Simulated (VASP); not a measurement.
Si:

```
CELL_PARAMETERS angstrom
0.00000 2.73515 2.73515
2.73515 0.00000 2.73515
2.73515 2.73515 0.00000
ATOMIC_POSITIONS crystal
Si 0.00000 0.00000 0.00000
Si 0.25000 0.25000 0.25000
```

| Quantity | Value |
| --- | --- |
| Program | VASP 6.6.1 |
| Task | relaxation of cell and atoms |
| Functional | PBEsol |
| Potentials or basis | VASP PAW PBE potentials, release 64 (Si) |
| Cutoff | 600 eV |
| k mesh | 8 × 8 × 8 |
| Occupations | fermi-dirac, width 0.02 eV |
| Spin | no spin polarisation |

At the start: pressure -1.7 GPa; volume 20.46 Å³/atom.

**Question.** How do energy, volume and symmetry change on relaxing?

**Answer.** Over 3 steps the energy falls by 2.1 meV/atom and the volume is 20.08 Å³/atom (-1.9 %); space group Fd-3m (No. 227, to 0.05 Å).

The path:
| step | energy change (eV) | largest force (eV/Å) | pressure (GPa) | volume (Å³) |
| --- | --- | --- | --- | --- |
| 1 | 0.0000 | 0.0000 | -1.70 | 40.92 |
| 2 | -0.0022 | 0.0000 | 1.23 | 39.65 |
| 3 | -0.0042 | 0.0000 | 0.00 | 40.16 |

Final structure:
```
Si
1.0
     0.00000    2.71795    2.71795
     2.71795    0.00000    2.71795
     2.71795    2.71795    0.00000
Si
2
Direct
  0.00000 0.00000 0.00000
  0.25000 0.25000 0.25000
```

Caveat: the PAW data sets were made with another functional, which shifts forces and pressure a little.
